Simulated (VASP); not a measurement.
A run of VASP 6.6.1 is set up as follows.

INCAR

```
ALGO = Normal
EDIFF = 1E-7
ENCUT = 520
GGA = PS
ISIF = 2
ISMEAR = 0
LASPH = True
LCHARG = False
LREAL = False
LWAVE = False
NBANDS = 22
NELM = 80
PREC = Accurate
SIGMA = 0.1
```

Contents of KPOINTS:

```
k-points
0
Gamma
  5 5 8
```

Contents of POSCAR:

```
Sr
1.0
    7.0659520000      0.0000000000      0.0000000000
   -3.5329760000      6.1192940000      0.0000000000
    0.0000000000      0.0000000000      3.8166330000
Sr
3
Direct
    0.0000000000      0.6657830000     -0.0026201104
    0.3342170000      0.3342170000      0.0000000000
    0.6657830000      0.0000000000      0.0000000000
```

Potentials or basis: VASP PAW PBE potentials, release 64 (Sr_sv).

Run with:

```bash
$ cat potpaw_PBE.64/Sr_sv/POTCAR > POTCAR
$ mpirun -np 1 vasp_std > vasp.out
```

Problem. Predict the band gap on the k mesh.

Solution. Zero (bands 15 and 16 overlap by 0.71 eV).

Problem. Predict the pressure.

Solution. -0.6 GPa.

Stress tensor (GPa, compression positive):
```
-0.65  0.00  0.00
 0.00 -0.65  0.00
 0.00  0.00 -0.46
```

Caveat: the PAW data sets were made with another functional, which shifts forces and pressure a little.
